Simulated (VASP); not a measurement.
A run of VASP 6.6.1 is set up as follows.

File INCAR:

```
PREC = Accurate
ENCUT = 520
EDIFF = 1E-7
ISMEAR = 0
SIGMA = 0.1
LREAL = F
LASPH = T
NELM = 80
ALGO = Fast
ISIF = 2
LWAVE = F
LCHARG = F
GGA = PE
NBANDS = 55
```

KPOINTS

```
Automatic mesh
0
Gamma
  6 6 6
```

The input POSCAR:

```
Hf4Si
1.0
    6.2510340338      0.0000000000      0.0000000000
    0.0000000000      6.2510340338      0.0000000000
    0.0000000000      0.0000000000      5.5218923897
Hf Si
8 2
Direct
    0.6619863403      0.1619863403      0.7476039709
    0.8380136597      0.6619863403      0.7476039709
    0.3380136597      0.1619863403      0.2523960291
    0.6619863403      0.8380136597      0.2523960291
    0.1619863403      0.3380136597      0.7476039709
    0.8380136597      0.3380136597      0.2523960291
    0.1619863403      0.6619863403      0.2523960291
    0.3380136597      0.8380136597      0.7476039709
    0.5000000000      0.5000000000      0.0000000000
    0.0000000000      0.0000000000      0.0000000000
```

Potentials or basis: VASP PAW PBE potentials, release 64 (Hf_pv, Si).

Launch:

```bash
$ cat potpaw_PBE.64/Hf_pv/POTCAR potpaw_PBE.64/Si/POTCAR > POTCAR
$ mpirun -np 1 vasp_std > vasp.out
```

**Question.** Estimate the pressure.

**Answer.** -0.3 GPa.

**Question.** Estimate the band gap on the k mesh.

**Answer.** Zero (band 44 reaches 5.25 eV, above the bottom of band 45 at 4.74 eV).

Forces on the atoms (eV/Å):
```
Hf  -0.011 -0.011  0.011
Hf   0.011 -0.011  0.011
Hf   0.011 -0.011 -0.011
Hf  -0.011  0.011 -0.011
Hf  -0.011  0.011  0.011
Hf   0.011  0.011 -0.011
Hf  -0.011 -0.011 -0.011
Hf   0.011  0.011  0.011
Si   0.000  0.000  0.000
Si   0.000  0.000  0.000
```

Caveat: spin-orbit coupling is left out, which moves the levels of the heavy elements.
